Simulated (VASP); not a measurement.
A run of VASP 6.6.1 is set up as follows.

INCAR

```
PREC = Accurate
ENCUT = 520
EDIFF = 1E-6
ISMEAR = -1
SIGMA = 0.1
LREAL = False
LASPH = True
NELM = 60
ALGO = Normal
ISIF = 2
LWAVE = False
LCHARG = False
GGA = RE
NBANDS = 10
```

KPOINTS

```
Automatic mesh
0
Gamma
  17 17 17
```

The input POSCAR:

```
Cl
1.0
   -1.7544276415      1.7544276415      1.7544276415
    1.7544276415     -1.7544276415      1.7544276415
    1.7544276415      1.7544276415     -1.7544276415
Cl
1
Direct
    0.0000000000      0.0000000000      0.0000000000
```

Potentials or basis: VASP PAW PBE potentials, release 64 (Cl).

Command:

```sh
$ cat potpaw_PBE.64/Cl/POTCAR > POTCAR
$ mpirun -np 1 vasp_std > vasp.out
```

**Question.** What does it give for the pressure?

**Answer.** 2.0 GPa.

Caveat: the PAW data sets were made with another functional, which shifts forces and pressure a little; an odd number of electrons without spin polarisation forces a metal; a magnetic or distorted state may lie lower.
